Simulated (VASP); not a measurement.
**Bi2Se3: single point with LDA**

Crystal: Bi2Se3.

```xyz
5
Lattice="2.0988 1.2117 9.6709 -2.0988 1.2117 9.6709 0.0000 -2.4234 9.6709" Properties=species:S:1:pos:R:3 pbc="T T T"
Bi    0.0000    0.0000   17.3845
Bi    0.0000    0.0000   11.6283
Se    0.0000    0.0000   22.8708
Se    0.0000    0.0000    6.1420
Se    0.0000    0.0000    0.0000
```

* Program: VASP 6.6.1
* Task: single point
* Functional: LDA
* Potentials or basis: VASP PAW LDA potentials, release 64 (Bi_d, Se)
* Cutoff: 520 eV
* k mesh: 8 × 8 × 8
* Occupations: fermi-dirac, width 0.05 eV
* Spin: no spin polarisation
* Dipole correction: no
* Further INCAR settings: ALGO = Normal; EDIFF = 1e-06; NBANDS = 32

```yaml
Pressure: -3.8 GPa
Largest_force: 0.265 eV/Å
Band_gap_on_the_k_mesh: 0.12 eV
```

Forces on the atoms (eV/Å):
```
Bi   0.000  0.000  0.023
Bi   0.000  0.000 -0.023
Se   0.000  0.000 -0.265
Se   0.000  0.000  0.265
Se   0.000  0.000  0.000
```

Levels at points of the mesh, in eV from the valence-band top:
| k point | band 22 | band 23 | band 24 | band 25 | band 26 | band 27 |
| --- | --- | --- | --- | --- | --- | --- |
| (0.00, 0.00, 0.00) | -1.08 | -1.08 | 0.00 | 0.12 | 1.36 | 1.36 |
| (0.50, 0.00, 0.00) | -2.01 | -1.10 | -0.52 | 0.77 | 1.87 | 2.88 |
| (0.50, 0.50, 0.00) | -1.77 | -1.49 | -0.94 | 1.29 | 1.90 | 2.50 |
| (0.50, 0.50, 0.50) | -1.24 | -1.24 | -0.47 | 0.59 | 1.65 | 1.65 |

It took 18 min on 1 thread of Oxide Virtual Turin-like Processor (shared host), peak memory 0.77 GiB.

Caveat: the cell stands under tension; spin-orbit coupling is left out, which moves the levels of the heavy elements. A k mesh can miss the band edges.
